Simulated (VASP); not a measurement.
Crystal: Ga2C3.

```xyz
5
Lattice="3.4757 0.0000 0.0000 -1.7378 3.0100 0.0000 0.0000 0.0000 5.4076" Properties=species:S:1:pos:R:3 pbc="T T T"
Ga    0.0000    2.0067    1.3249
Ga    1.7378    1.0033    4.0827
C     0.0000    0.0000    0.0000
C     0.0000    2.0067    3.4879
C     1.7378    1.0033    1.9197
```

| Property | Result |
| --- | --- |
| Program | VASP 6.6.1 |
| Task | relaxation of cell and atoms |
| Functional | PBE |
| Potentials or basis | VASP PAW PBE potentials, release 64 (Ga_d, C) |
| Cutoff | 600 eV |
| k mesh | 6 × 6 × 4 |
| Occupations | gaussian, width 0.1 eV |
| Spin | no spin polarisation |

At the start: pressure -1.3 GPa; volume 11.31 Å³/atom.

How do energy, volume and symmetry change on relaxing?

Over 27 steps the energy falls by 110.4 meV/atom and the volume is 11.44 Å³/atom (+1.1 %); space group P-3m1 (No. 164, to 0.05 Å).

The path:
```csv
step,energy change (eV),largest force (eV/Å),pressure (GPa),volume (Å³)
1,0.0000,0.9324,-1.30,56.57
2,-0.1524,0.3495,0.62,55.80
3,-0.1682,0.1747,2.07,55.41
4,-0.1790,0.2497,-0.66,56.61
5,-0.1791,0.2566,-0.84,56.72
6,-0.1925,0.3070,-0.98,57.02
7,-0.2480,0.4497,-1.42,57.90
8,-0.3796,0.4551,-2.82,59.69
9,-0.3769,0.2081,-8.95,63.37
10,-0.4459,0.2545,-5.05,61.25
11,-0.4476,0.2251,-5.65,61.57
12,-0.4528,0.2146,-5.56,61.55
13,-0.4655,0.1842,-5.39,61.48
14,-0.4782,0.1215,-5.24,61.35
15,-0.4902,0.1321,-4.48,60.99
16,-0.5143,0.1627,-2.05,59.89
17,-0.5038,0.2210,3.39,57.73
18,-0.5199,0.1839,-0.23,59.10
19,-0.5199,0.1854,0.01,59.05
20,-0.5210,0.1815,-0.06,59.01
21,-0.5243,0.1713,-0.07,58.90
22,-0.5303,0.1480,-0.03,58.67
23,-0.5403,0.0957,0.06,58.20
24,-0.5493,0.0900,0.58,57.27
25,-0.5480,0.0643,-1.59,57.80
26,-0.5507,0.0671,-0.34,57.49
27,-0.5522,0.0306,0.01,57.21
```

Final structure:
```xyz
5
Lattice="3.4641 0.0000 0.0000 -1.7321 3.0000 0.0000 0.0000 0.0000 5.5055" Properties=species:S:1:pos:R:3 pbc="T T T"
Ga    0.0000    2.0000    1.5695
Ga    1.7321    1.0000    3.9360
C     0.0000    0.0000    5.5055
C     0.0000    2.0000    3.9968
C     1.7321    1.0000    1.5087
```
